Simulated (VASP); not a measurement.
# RbCaH3 (P4mm) in VASP: single point with LDA

Aim: the single point of RbCaH3 with LDA.

All numbers are computed with VASP 6.6.1; they aren't measurements. Logs are shortened: lines on timing, memory, paths and dates and some standing lists are left out, and cuts for length are marked.

## 1. The cell of the first run

It takes space group P4mm (No. 99, tetragonal). Conventional cell: a = 4.547 Å, b = 4.547 Å, c = 4.547 Å, α = 90.00°, β = 90.00°, γ = 90.00°. Rb (site symmetry 4mm) has 12 H at 3.17 to 3.26 Å and 8 Ca at 3.90 to 3.97 Å within 4.2 Å. Within 3.0 Å of Ca (site symmetry 4mm) lie 6 H at 2.27 Å. H (site symmetry 2mm) has 2 Ca at 2.27 Å within 3.0 Å. Within 3.0 Å of H (site symmetry 4mm) lie 2 Ca at 2.27 Å.

## 2. Single point, LDA (all Rb atoms moved +0.062 Å, as atom 1 along Cartesian [0 0 1])

INCAR reads:

```
SYSTEM = RbCaH3
ALGO = Normal ; EDIFF = 1E-6
ENCUT = 520 ; GGA = CA
ISIF = 2 ; ISMEAR = 0
LASPH = .True. ; LCHARG = .False.
LREAL = .False. ; LWAVE = .False.
NBANDS = 19 ; NELM = 80
PREC = Accurate ; SIGMA = 0.05
```

KPOINTS reads:

```
k-points
0
Gamma
  6 6 6
  0 0 0
```

POSCAR reads:

```
RbCaH3
1.0
    4.5470000000      0.0000000000      0.0000000000
    0.0000000000      4.5470000000      0.0000000000
    0.0000000000      0.0000000000      4.5470000000
Rb Ca H
1 1 3
Direct
    0.0000000000      0.0000000000      0.0137453266
    0.5000000000      0.5000000000      0.5000000000
    0.0000000000      0.5000000000      0.5000000000
    0.5000000000      0.0000000000      0.5000000000
    0.5000000000      0.5000000000      0.0000000000
```

Potentials or basis: VASP PAW LDA potentials, release 64 (Rb_sv, Ca_sv, H).

Launch:

```
cat potpaw_LDA.64/Rb_sv/POTCAR potpaw_LDA.64/Ca_sv/POTCAR potpaw_LDA.64/H/POTCAR > POTCAR
mpirun -np 1 vasp_std > vasp.out
```

OUTCAR:

```text
SYSTEM = RbCaH3
   EDIFF = 1E-6
   ENCUT = 520
   GGA = CA
   ISIF = 2
   ISMEAR = 0
   LASPH = .True.
   LREAL = .False.
   NELM = 80
   PREC = Accurate

 ion  position               nearest neighbor table
   1  0.000  0.000  0.014-   3 3.17   4 3.17   3 3.17   4 3.17   5 3.22   5 3.22   5 3.22   5 3.22
                             3 3.26   4 3.26   4 3.26   3 3.26   2 3.90   2 3.90   2 3.90   2 3.90
   2  0.500  0.500  0.500-   1 3.90   1 3.90   1 3.90   1 3.90   1 3.97   1 3.97   1 3.97   1 3.97

   3  0.000  0.500  0.500-   1 3.17   1 3.17   1 3.26   1 3.26
   4  0.500  0.000  0.500-   1 3.17   1 3.17   1 3.26   1 3.26
   5  0.500  0.500  0.000-   1 3.22   1 3.22   1 3.22   1 3.22

  LATTYP: Found a simple cubic cell.
 ALAT       =     4.5470000000

  Lattice vectors:

 A1 = (   4.5470000000,   0.0000000000,   0.0000000000)
 A2 = (   0.0000000000,   4.5470000000,   0.0000000000)
 A3 = (   0.0000000000,   0.0000000000,   4.5470000000)

Analysis of symmetry for initial positions (statically):
=====================================================================
 Subroutine PRICEL returns:
 Original cell was already a primitive cell.

 Routine SETGRP: Setting up the symmetry group for a
 simple cubic supercell.

 Subroutine GETGRP returns: Found  8 space group operations
 (whereof  8 operations were pure point group operations)
 out of a pool of 48 trial point group operations.

The static configuration has the point symmetry C_4v.

Analysis of symmetry for dynamics (positions and initial velocities):
=====================================================================
 Subroutine PRICEL returns:
 Original cell was already a primitive cell.

 Routine SETGRP: Setting up the symmetry group for a
 simple cubic supercell.

 Subroutine GETGRP returns: Found  8 space group operations
 (whereof  8 operations were pure point group operations)
 out of a pool of 48 trial point group operations.

The dynamic configuration has the point symmetry C_4v.

 Subroutine INISYM returns: Found  8 space group operations
 (whereof  8 operations are pure point group operations),
 and found     1 'primitive' translations

----------------------------------------------------------------------------------------

                                     Primitive cell

[... 84 lines left out ...]
   NGX,Y,Z   is equivalent  to a cutoff of  13.16, 13.16, 13.16 a.u.
   NGXF,Y,Z  is equivalent  to a cutoff of  26.32, 26.32, 26.32 a.u.
 SYSTEM =  RbCaH3
   PREC   = accura    normal or accurate (medium, high low for compatibility)
   ISTART =      0    job   : 0-new  1-cont  2-samecut
   ICHARG =      2    charge: 1-file 2-atom 10-const
   ISPIN  =      1    spin polarized calculation?
   LNONCOLLINEAR =      F non collinear calculations
   LSORBIT =      F    spin-orbit coupling
   LASPH  =      T    aspherical Exc in radial PAW
   ENCUT  =  520.0 eV  38.22 Ry    6.18 a.u.   8.45  8.45  8.45*2*pi/ulx,y,z
   NELM   =     80;   NELMIN=  2; NELMDL= -5     # of ELM steps
   EDIFF  = 0.1E-05   stopping-criterion for ELM
   LREAL  =      F    real-space projection
[... 7 lines left out ...]
   TEBEG  =    0.0;   TEEND  =   0.0 temperature during run
   PSTRESS=    0.0 pullay stress
   NELECT =      22.0000    total number of electrons
   NUPDOWN=      -1.0000    fix difference up-down
   EMIN   =  10.00;   EMAX   =-10.00  energy-range for DOS
   EFERMI =   0.00;   METHOD = LEGACY
   ISMEAR =     0;   SIGMA  =   0.05  broadening in eV -4-tet -1-fermi 0-gaus
   EFERMI_NEDOS =   21; number of points for ismear=-14 and -15
   IALGO  =     38    algorithm
   IMIX   =      4    mixing-type and parameters
     AMIX     =   0.40;   BMIX     =  1.00
     AMIX_MAG =   1.60;   BMIX_MAG =  1.00
  volume/ion in A,a.u.               =      18.80       126.88
  Fermi-wavevector in a.u.,A,eV,Ry     =   1.008844  1.906439 13.847556  1.017767
  Thomas-Fermi vector in A             =   2.141736
   LORBIT       =      0    0 simple, 1 ext, 2 COOP (PROOUT), +10 PAW based schemes
   GGA     = CA    functional components
   LHFCALC =     F    Hartree Fock is set to
   AEXX    =    0.0000 exact exchange contribution
   IVDW    =     0    specifies the selected vdW correction
   LEPSILON=     F    determine dielectric tensor
   LRPA    =     F    only Hartree local field effects (RPA)
 non-spin polarized calculation
 Gauss-broadening in eV      SIGMA  =   0.05
  energy-cutoff  :      520.00
  volume of cell :       94.01
 maximum number of plane-waves:      2560
 NGX is ok and might be reduce to    36
   NGX = 17   NGY = 17   NGZ = 17

 number of electron      22.0000000 magnetization

 Free energy of the ion-electron system (eV)
  ---------------------------------------------------
  ext. energy  EPLUGINS =         0.00000000
  ---------------------------------------------------
  free energy    TOTEN  =       -15.80960217 eV

  energy without entropy =      -15.80960217  energy(sigma->0) =      -15.80960217

 E-fermi :  -1.1340     XC(G=0):  -8.2000

 val. band max:       -1.4368510450   @ k =   0.0000   0.5000   0.5000
 cond. band min:       1.4872421911   @ k =   0.0000   0.5000   0.5000
 fundamental gap:      2.9240932361
 Fermi energy:        -1.1339535512

 k-point     1 :       0.0000    0.0000    0.0000
  band No.  band energies     occupation
      1     -39.5587      2.00000
      2     -26.6191      2.00000
      3     -20.8750      2.00000
      4     -20.8750      2.00000
      5     -20.8747      2.00000
      6     -10.7449      2.00000
[... 505 lines left out ...]
      6     -10.8808      2.00000
[... 11 lines left out ...]
     18       5.7165      0.00000
     19       6.5182      0.00000

 [... further k-points ...]
[... 5 lines left out ...]
  --------------------------------------------------------------------------------------
  -------------------------------------------------------------------------------------
  Total       -1.3946389     -1.3946389     -1.3942040      0.0000000     -0.0000000      0.0000000
  in kB      -23.7682663    -23.7682663    -23.7608548      0.0000000     -0.0000000      0.0000000
  external PRESSURE =     -23.7657958 kB  Pullay stress =       0.0000000 kB

 VOLUME and BASIS-vectors are now :
 -----------------------------------------------------------------------------
  energy-cutoff  :      520.00
  volume of cell :       94.01
      direct lattice vectors                 reciprocal lattice vectors
     4.547000000  0.000000000  0.000000000     0.219925225  0.000000000  0.000000000
     0.000000000  4.547000000  0.000000000     0.000000000  0.219925225  0.000000000
     0.000000000  0.000000000  4.547000000     0.000000000  0.000000000  0.219925225

 POSITION                                       TOTAL-FORCE (eV/Angst)
 -----------------------------------------------------------------------------------
      0.00000      0.00000      0.06250        -0.000000     -0.000000     -0.052333
      2.27350      2.27350      2.27350         0.000000      0.000000      0.051578
      0.00000      2.27350      2.27350        -0.000000     -0.000000     -0.007843
      2.27350      0.00000      2.27350        -0.000000     -0.000000     -0.007843
      2.27350      2.27350      0.00000        -0.000000     -0.000000      0.016441
 -----------------------------------------------------------------------------------
    total drift:                                0.000000      0.000000      0.000021

  FREE ENERGIE OF THE ION-ELECTRON SYSTEM (eV)
  ---------------------------------------------------
  free  energy   TOTEN  =       -15.8096021694 eV

  energy  without entropy=      -15.8096021694  energy(sigma->0) =      -15.80960217
```

It took 38 s on 1 thread of Intel Xeon Platinum 8488C (Sapphire Rapids), shared host; peak memory 0.21 GiB.

Results:

```yaml
Free_energy: -15.8096 eV
Pressure: -2.4 GPa
Largest_force: 0.052 eV/Å
Band_gap_on_the_k_mesh: 2.92 eV, direct
```

Forces in eV/Å, atoms in the order of the input:
```
Rb   0.000  0.000 -0.052
Ca   0.000  0.000  0.052
H    0.000  0.000 -0.008
H    0.000  0.000 -0.008
H    0.000  0.000  0.016
```

Levels at points of the mesh, in eV from the valence-band top:
```csv
k point,band 9,band 10,band 11,band 12,band 13,band 14
"(0.00, 0.00, 0.00)",-2.81,-0.38,-0.37,5.89,5.90,5.90
"(0.50, 0.00, 0.00)",-1.52,-0.73,-0.13,5.38,5.41,5.71
"(0.00, 0.00, 0.50)",-1.52,-0.73,-0.13,5.41,5.41,5.68
"(0.50, 0.50, 0.00)",-1.17,0.00,0.00,2.93,4.83,4.83
"(0.00, 0.50, 0.50)",-1.17,0.00,0.00,2.92,4.82,4.82
"(0.50, 0.50, 0.50)",-0.20,-0.20,-0.20,4.21,4.21,4.22
```

Caveat: the cell differs from its parent crystal (all Rb atoms moved +0.062 Å, as atom 1 along Cartesian [0 0 1]). A k mesh can miss the band edges.
